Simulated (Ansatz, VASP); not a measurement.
## AlN: VASP beside Ansatz

File INCAR:

```
SYSTEM = AlN
PREC = Accurate ; ENCUT = 520
EDIFF = 1E-6 ; ISMEAR = 0
SIGMA = 0.05 ; LREAL = Auto
LASPH = .TRUE. ; NELM = 60
ALGO = Normal ; ISIF = 2
LWAVE = .FALSE. ; LCHARG = .FALSE.
GGA = PE ; NBANDS = 46
```

The input KPOINTS:

```
regular mesh
0
G
  4 8 3
  0 0 0
```

The input POSCAR:

```
AlN
1.0
   -1.5651197814     -2.7108669814      5.0179796556
    1.5651197814     -2.7108669814      0.0000000000
    7.8255989072      1.6265201888      6.0215755867
Al N
8 8
Direct
    0.6483401023      0.9795125387      0.0981155127
    0.7483401023      0.3295125387      0.8481155127
    0.3483401023      0.4295125387      0.3481155127
    0.0483401023      0.8795125387      0.5981155127
    0.8983401022      0.1878458721      0.3064488460
    0.1983401022      0.7378458721      0.0564488460
    0.5983401022      0.6378458721      0.5564488460
    0.2983401022      0.0878458721      0.8064488460
    0.9154198978      0.7696641279      0.1935011540
    0.0154198978      0.1196641279      0.9435011540
    0.6154198978      0.2196641279      0.4435011540
    0.3154198978      0.6696641279      0.6935011540
    0.1654198977     -0.0220025387      0.4018344873
    0.4654198977      0.5279974613      0.1518344873
    0.8654198977      0.4279974613      0.6518344873
    0.5654198977     -0.1220025387      0.9018344873
```

Input for Ansatz:

```yaml
crystal:
  lattice:
    - [-1.5651197814, -2.7108669814, 5.0179796556]
    - [1.5651197814, -2.7108669814, 0.0]
    - [7.8255989072, 1.6265201888, 6.0215755867]
  atoms:
    - { symbol: Al, position: [0.6483401023, 0.9795125387, 0.0981155127] }
    - { symbol: Al, position: [0.7483401023, 0.3295125387, 0.8481155127] }
    - { symbol: Al, position: [0.3483401023, 0.4295125387, 0.3481155127] }
    - { symbol: Al, position: [0.0483401023, 0.8795125387, 0.5981155127] }
    - { symbol: Al, position: [0.8983401022, 0.1878458721, 0.306448846] }
    - { symbol: Al, position: [0.1983401022, 0.7378458721, 0.056448846] }
    - { symbol: Al, position: [0.5983401022, 0.6378458721, 0.556448846] }
    - { symbol: Al, position: [0.2983401022, 0.0878458721, 0.806448846] }
    - { symbol: "N", position: [0.9154198978, 0.7696641279, 0.193501154] }
    - { symbol: "N", position: [0.0154198978, 0.1196641279, 0.943501154] }
    - { symbol: "N", position: [0.6154198978, 0.2196641279, 0.443501154] }
    - { symbol: "N", position: [0.3154198978, 0.6696641279, 0.693501154] }
    - { symbol: "N", position: [0.1654198977, -0.0220025387, 0.4018344873] }
    - { symbol: "N", position: [0.4654198977, 0.5279974613, 0.1518344873] }
    - { symbol: "N", position: [0.8654198977, 0.4279974613, 0.6518344873] }
    - { symbol: "N", position: [0.5654198977, -0.1220025387, 0.9018344873] }
basis:
  ecutwfc: 420
kpoints:
  mp_grid: { grid: [4, 8, 3] }
hamiltonian:
  xc: pbe
scf:
  occupations: { method: gaussian, width: 0.05 }
output:
  forces: true
  stress: true
  eigenvalues: true
```

Alike in both runs: task single point; functional PBE; k mesh 4 × 8 × 3; occupations gaussian, width 0.05 eV; no spin polarisation.

|  | VASP | Ansatz |
| --- | --- | --- |
| version | VASP 6.6.1 | Ansatz 0.2.0 |
| potentials or method | VASP PAW PBE potentials, release 64 (Al, N), cutoff 520 eV | scalar-relativistic, plane waves, PAW |
| valence electrons in the cell | 64 | 64 |

|  | VASP | Ansatz | Ansatz less VASP |
| --- | --- | --- | --- |
| gap on the k mesh at the Fermi level (eV) | 1.58 | 1.59 | +0.001 |
| least direct gap on the mesh (eV) | 1.70 | 1.70 | +0.001 |
| pressure (GPa) | 2.1 | 2.3 | +0.23 |
| traceless stress, the component that is largest in VASP (GPa) | 10.91 | 10.89 | -0.019 |
| rms of the force components (eV/Å) | 0.855 | 0.852 | -0.0033 |

Atom by atom the forces differ by 0.007 eV/Å (rms over components).
